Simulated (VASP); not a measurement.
# NaCl (F-43m) in VASP: a series of runs, part 3 of 3

VASP 6.6.1.

**4. Dielectric tensor, r2SCAN**

Contents of INCAR:

```
  PREC = Accurate
  ENCUT = 520
  EDIFF = 1E-8
  ISMEAR = 0
  SIGMA = 0.01
  LREAL = False
  LASPH = True
  NELM = 100
  ALGO = Normal
  ISIF = 2
  LWAVE = False
  LCHARG = False
  METAGGA = R2SCAN
  LMIXTAU = True
  LCALCEPS = True
```

Contents of KPOINTS:

```
regular mesh
0
Gamma
  6 6 6
```

Contents of POSCAR:

```
NaCl
1.0
    0.0000000000      3.0872727859      3.0872727859
    3.0872727859      0.0000000000      3.0872727859
    3.0872727859      3.0872727859      0.0000000000
Na Cl
1 1
Direct
    0.0000000000      0.0000000000      0.0000000000
    0.2500000000      0.2500000000      0.2500000000
```

Potentials or basis: VASP PAW PBE potentials, release 64 (Na_pv, Cl).

Started as:

```sh
$ cat potpaw_PBE.64/Na_pv/POTCAR potpaw_PBE.64/Cl/POTCAR > POTCAR
$ mpirun -np 1 vasp_std > vasp.out
```

OUTCAR:

```text
PREC = Accurate
   ENCUT = 520
   EDIFF = 1E-8
   ISMEAR = 0
   LREAL = False
   LASPH = True
   NELM = 100
   ISIF = 2
   METAGGA = R2SCAN

 ion  position               nearest neighbor table
   1  0.000  0.000  0.000-   2 2.67   2 2.67   2 2.67   2 2.67
   2  0.250  0.250  0.250-   1 2.67   1 2.67   1 2.67   1 2.67

  LATTYP: Found a face centered cubic cell.
 ALAT       =     6.1745455718

  Lattice vectors:

 A1 = (   0.0000000000,   3.0872727859,   3.0872727859)
 A2 = (   3.0872727859,   0.0000000000,   3.0872727859)
 A3 = (   3.0872727859,   3.0872727859,   0.0000000000)

Analysis of symmetry for initial positions (statically):
=====================================================================
 Subroutine PRICEL returns:
 Original cell was already a primitive cell.

 Routine SETGRP: Setting up the symmetry group for a
 face centered cubic supercell.

 Subroutine GETGRP returns: Found 24 space group operations
 (whereof 24 operations were pure point group operations)
 out of a pool of 48 trial point group operations.

The static configuration has the point symmetry T_d .

Analysis of symmetry for dynamics (positions and initial velocities):
=====================================================================
 Subroutine PRICEL returns:
 Original cell was already a primitive cell.

 Routine SETGRP: Setting up the symmetry group for a
 face centered cubic supercell.

 Subroutine GETGRP returns: Found 24 space group operations
 (whereof 24 operations were pure point group operations)
 out of a pool of 48 trial point group operations.

The dynamic configuration has the point symmetry T_d .

 Subroutine INISYM returns: Found 24 space group operations
 (whereof 24 operations are pure point group operations),
 and found     1 'primitive' translations

----------------------------------------------------------------------------------------

                                     Primitive cell

  volume of cell :      58.8512

  direct lattice vectors                    reciprocal lattice vectors
     0.000000000  3.087272786  3.087272786    -0.161955238  0.161955238  0.161955238
     3.087272786  0.000000000  3.087272786     0.161955238 -0.161955238  0.161955238
     3.087272786  3.087272786  0.000000000     0.161955238  0.161955238 -0.161955238

  length of vectors
     4.366063045  4.366063045  4.366063045     0.280514701  0.280514701  0.280514701

  position of ions in fractional coordinates (direct lattice)
     0.000000000  0.000000000  0.000000000
     0.250000000  0.250000000  0.250000000

  ion indices of the primitive-cell ions
   primitive index   ion index
                 1           1
                 2           2

----------------------------------------------------------------------------------------

 KPOINTS: regular mesh

Automatic generation of k-mesh.
 Grid dimensions read from file:
 generate k-points for:    6    6    6

 Generating k-lattice:

  Cartesian coordinates                     Fractional coordinates (reciprocal lattice)
[... 70 lines left out ...]
     AMIX     =   0.40;   BMIX     =  1.00
     AMIX_MAG =   1.60;   BMIX_MAG =  1.00
  volume/ion in A,a.u.               =      29.43       198.57
  Fermi-wavevector in a.u.,A,eV,Ry     =   1.014376  1.916894 13.999846  1.028960
  Thomas-Fermi vector in A             =   2.147600
   LORBIT       =      0    0 simple, 1 ext, 2 COOP (PROOUT), +10 PAW based schemes
   METAGGA = R2SCAN    functional components
   LHFCALC =     F    Hartree Fock is set to
   AEXX    =    0.0000 exact exchange contribution
   IVDW    =     0    specifies the selected vdW correction
   LEPSILON=     F    determine dielectric tensor
   LRPA    =     F    only Hartree local field effects (RPA)
   LRPA       =     F
 non-spin polarized calculation
 Gauss-broadening in eV      SIGMA  =   0.01
  energy-cutoff  :      520.00
  volume of cell :       58.85
 maximum number of plane-waves:      1600
   NGX = 17   NGY = 17   NGZ = 17

 number of electron      13.9999997 magnetization

 Free energy of the ion-electron system (eV)
  ---------------------------------------------------
  ext. energy  EPLUGINS =         0.00000000
  ---------------------------------------------------
  free energy    TOTEN  =       -13.56191986 eV

  energy without entropy =      -13.56191986  energy(sigma->0) =      -13.56191986

 E-fermi :  -2.7693     XC(G=0):  -7.2617

 val. band max:       -2.8385986147   @ k =   0.0000   0.0000   0.0000
 cond. band min:   10000.0000000000   @ k =   0.0000   0.0000   0.0000
 fundamental gap:  10002.8385986147
 Fermi energy:        -2.7693430890

 k-point     1 :       0.0000    0.0000    0.0000
  band No.  band energies     occupation
      1     -24.1323      2.00000
      2     -24.1323      2.00000
      3     -24.1319      2.00000
      4     -15.5033      2.00000
      5      -2.8386      2.00000
      6      -2.8386      2.00000
      7      -2.8386      2.00000
      8   10000.0000      0.00000
      9   10000.0000      0.00000
     10   10000.0000      0.00000
     11   10000.0000      0.00000
[... 309 lines left out ...]
 k-point    24 :       0.0000    0.3333    0.1667
  band No.  band energies     occupation
      1     -24.1418      2.00000
      2     -24.1341      2.00000
      3     -24.1339      2.00000
      4     -15.3950      2.00000
      5      -3.5165      2.00000
      6      -2.9895      2.00000
      7      -2.9760      2.00000
      8   10000.0000      0.00000
      9   10000.0000      0.00000
     10   10000.0000      0.00000
     11   10000.0000      0.00000

 [... further k-points ...]

------------------------ aborting loop because EDIFF is reached ----------------------------------------

            Ionic dipole moment: p[ion]=(    10.80545    10.80545    10.80545 ) |e| Angst

 Total electronic dipole moment: p[elc]=(     0.00013     0.00013     0.00348 ) |e| Angst

 MACROSCOPIC STATIC DIELECTRIC TENSOR (including local field effects)
 ------------------------------------------------------
           2.029590    -0.000000     0.000000
           0.000000     2.029590    -0.000000
           0.000000     0.000000     2.029590
 ------------------------------------------------------

 PIEZOELECTRIC TENSOR (including local field effects) (e Angst)
          XX          YY          ZZ          XY          YZ          ZX
  --------------------------------------------------------------------------------
  x    -0.00000     0.00000     0.00000    -0.00000    -0.36355    -0.00000
  y    -0.00000     0.00000    -0.00000     0.00000     0.00000    -0.36355
  z    -0.00000    -0.00000     0.00000    -0.36355    -0.00000     0.00000

 PIEZOELECTRIC TENSOR (including local field effects) (C/m^2)
          XX          YY          ZZ          XY          YZ          ZX
  --------------------------------------------------------------------------------
  x    -0.00000     0.00000     0.00000    -0.00000    -0.09897    -0.00000
  y    -0.00000     0.00000    -0.00000     0.00000     0.00000    -0.09897
  z    -0.00000    -0.00000     0.00000    -0.09897    -0.00000     0.00000

 BORN EFFECTIVE CHARGES (including local field effects) (in |e|, cummulative output)
 ---------------------------------------------------------------------------------
 ion    1
    1     0.97586    -0.00000     0.00000
    2     0.00000     0.97586     0.00000
    3    -0.00000    -0.00000     0.97586
 ion    2
    1    -0.97586     0.00000    -0.00000
    2    -0.00000    -0.97586    -0.00000
    3     0.00000     0.00000    -0.97586

  FORCE on cell =-STRESS in cart. coord.  units (eV):
  Direction    XX          YY          ZZ          XY          YZ          ZX
  --------------------------------------------------------------------------------------
  -------------------------------------------------------------------------------------
  Total       -0.0488561     -0.0488561     -0.0488561      0.0000000      0.0000000      0.0000000
  in kB       -1.3300692     -1.3300692     -1.3300692      0.0000000      0.0000000      0.0000000
  external PRESSURE =      -1.3300692 kB  Pullay stress =       0.0000000 kB

 VOLUME and BASIS-vectors are now :
 -----------------------------------------------------------------------------
  energy-cutoff  :      520.00
  volume of cell :       58.85
      direct lattice vectors                 reciprocal lattice vectors
     0.000000000  3.087272786  3.087272786    -0.161955238  0.161955238  0.161955238
     3.087272786  0.000000000  3.087272786     0.161955238 -0.161955238  0.161955238
     3.087272786  3.087272786  0.000000000     0.161955238  0.161955238 -0.161955238

 POSITION                                       TOTAL-FORCE (eV/Angst)
 -----------------------------------------------------------------------------------
      0.00000      0.00000      0.00000         0.000000     -0.000000     -0.000000
      1.54364      1.54364      1.54364        -0.000000      0.000000      0.000000
 -----------------------------------------------------------------------------------
    total drift:                               -0.000011     -0.000011     -0.000011

  FREE ENERGIE OF THE ION-ELECTRON SYSTEM (eV)
  ---------------------------------------------------
  free  energy   TOTEN  =       -13.5619198609 eV

  energy  without entropy=      -13.5619198609  energy(sigma->0) =      -13.56191986
```

stdout:

```text
POSCAR found type information on POSCAR NaCl
 POSCAR found :  2 types and       2 ions
 scaLAPACK will be used
 -----------------------------------------------------------------------------
|                                                                             |
[... 93 lines left out ...]
 p_tot=(  0.108E+02  0.108E+02  0.108E+02 )
dp_tot=(  0.534E-06  0.545E-06  0.337E-02 )  diag[e(oo)]=(    ---      ---    2.03472 )
 p_tot=(  0.108E+02  0.108E+02  0.108E+02 )
dp_tot=(  0.541E-06  0.552E-06  0.335E-02 )  diag[e(oo)]=(    ---      ---    2.03084 )
 final diagonalization full
 p_tot=(  0.108E+02  0.108E+02  0.108E+02 )
dp_tot=(  0.518E-06  0.530E-06  0.335E-02 )  diag[e(oo)]=(    ---      ---    2.02962 )
```

It took 36 min on 1 thread of Oxide Virtual Turin-like, shared host; peak memory 0.31 GiB.

What came out:

```
Band gap on the k mesh                  : 5.57 eV
Electronic dielectric tensor (diagonal) : 2.03
Born charges (mean of the diagonal)     : Na +0.98; Cl -0.98 e
```

Levels at points of the mesh, in eV from the valence-band top:
```
           k point  band 4  band 5  band 6  band 7  band 8  band 9  band 10  band 11
(0.00, 0.00, 0.00)  -12.66    0.00    0.00    0.00    5.57   12.07    12.07    12.07
(0.50, 0.00, 0.00)  -12.52   -1.04   -0.09   -0.09    8.34    9.47    11.36    11.36
(0.50, 0.50, 0.00)  -12.47   -0.94   -0.30   -0.30    7.49    9.80    11.59    14.07
```

Electronic dielectric tensor:
```
2.03 0.00 0.00
0.00 2.03 0.00
0.00 0.00 2.03
```

Born effective charge tensors (e):
atom 1, Na
```
0.98 0.00 0.00
0.00 0.98 0.00
0.00 0.00 0.98
```
atom 2, Cl
```
-0.98  0.00  0.00
 0.00 -0.98  0.00
 0.00  0.00 -0.98
```

Dipole moments of the cell (e·Å, modulo the quantum): ionic 10.805, 10.805, 10.805; electronic 0.000, 0.000, 0.003

Caveat: the structure was generated, so it needn't be the stable form of NaCl; the PAW data sets were made with another functional, which shifts forces and pressure a little.

**5. Overview**

```csv
task,level,cell,gap on the mesh (eV)
vibrations by perturbation theory,PBEsol,"a = 4.367 Å, angles 60.0°, 2 atoms",-
dielectric tensor,PBE,"a = 4.366 Å, angles 60.0°, 2 atoms",4.94
dielectric tensor,r2SCAN,"a = 4.366 Å, angles 60.0°, 2 atoms",5.57
```

Alike in all rows: potentials or basis VASP PAW PBE potentials, release 64 (Na_pv, Cl); no spin polarisation; k mesh 6 × 6 × 6; cutoff (eV) 520; smearing gaussian 0.01 eV.

Caveats: the structure was generated, so it needn't be the stable form of NaCl; the PAW data sets were made with another functional, which shifts forces and pressure a little (at least some runs).

Total energies depend on the potentials used, so only differences within one code and one set of settings carry meaning.

The gap in the log of VASP goes by the Fermi energy; the results here count the filled bands.